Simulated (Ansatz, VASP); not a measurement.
## PC2 in VASP and in Ansatz

```
P C
1.0
     1.48097    0.85504    4.27438
    -1.48097    0.85504    4.27438
     0.00000   -1.71008    4.27438
P C
1 2
Direct
  0.00000 0.00000 0.00000
  0.26734 0.26734 0.26734
  0.73266 0.73266 0.73266
```

Change from the starting cell: species swapped into the TaS2 type (R-3m, No. 166).

Alike in both runs: functional PBE; k mesh 8 × 8 × 8; occupations gaussian, width 0.2 eV; no spin polarisation.

Ansatz relaxed the structure, and its values are those at the end. VASP's run is a single point on that final structure, the one shown.

|  | VASP | Ansatz |
| --- | --- | --- |
| version | VASP 6.6.1 | Ansatz 0.2.0 |
| potentials or method | VASP PAW PBE potentials, release 64 (P, C), cutoff 520 eV | scalar-relativistic, plane waves, PAW |
| valence electrons in the cell | 13 | 13 |

Ansatz gave:

| Property | Result |
| --- | --- |
| gap on the k mesh at the Fermi level (eV) | none |
| pressure (GPa) | 0.0 |
| rms of the force components (eV/Å) | 0.005 |

**Question.** Estimate VASP's values.

**Answer.** gap on the k mesh at the Fermi level (eV): none; pressure (GPa): -0.3; rms of the force components (eV/Å): 0.003.

A gap of «none» marks a metal or a gap that the smearing closes.
